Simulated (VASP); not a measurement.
Runs of VASP 6.6.1 on CaO. The structure is that of space group Fm-3m (No. 225), or close to it. The cells are those of the table. 

```tsv
level	cell	k mesh	smearing	grid for exact exchange (PRECFOCK)	screening parameter	gap on the mesh (eV)	pressure (GPa)
r2SCAN	a = 3.385, b = 3.385, c = 3.369 Å, angles 60.2, 60.2, 59.7°, 2 atoms	10 × 10 × 10	gaussian 0.01 eV	-	-	4.16	2.3
PBE	a = 3.573 Å, angles 60.0°, 2 atoms	10 × 10 × 10	fermi-dirac 0.02 eV	-	-	3.60	-10.3
PBE	a = 3.385, b = 3.385, c = 3.369 Å, angles 60.2, 60.2, 59.7°, 2 atoms	10 × 10 × 10	fermi-dirac 0.02 eV	-	-	3.61	(b)
r2SCAN	a = 3.391, b = 3.376, c = 3.376 Å, angles 60.3, 59.9, 59.9°, 2 atoms	10 × 10 × 10	gaussian 0.01 eV	-	-	4.15	(c)
HSE06	a = 3.573 Å, angles 60.0°, 2 atoms	6 × 6 × 6	gaussian 0.01 eV	Normal	0.2079 1/Å	5.01	(d)
r2SCAN	a = 3.573 Å, angles 60.0°, 2 atoms	10 × 10 × 10	gaussian 0.01 eV	-	-	(a)	-12.6
PBE	a = 3.391, b = 3.376, c = 3.376 Å, angles 60.3, 59.9, 59.9°, 2 atoms	10 × 10 × 10	fermi-dirac 0.02 eV	-	-	3.60	4.1
```

Alike in all rows: task single point; potentials or basis VASP PAW PBE potentials, release 64 (Ca_sv, O); no spin polarisation; cutoff (eV) 520.

Question: Estimate the missing entries.

Answer: (a) 4.17; (b) 4.3; (c) 2.1; (d) -12.4.

Caveats: the PAW data sets were made with another functional, which shifts forces and pressure a little (some runs).

A k mesh can miss the band edges.
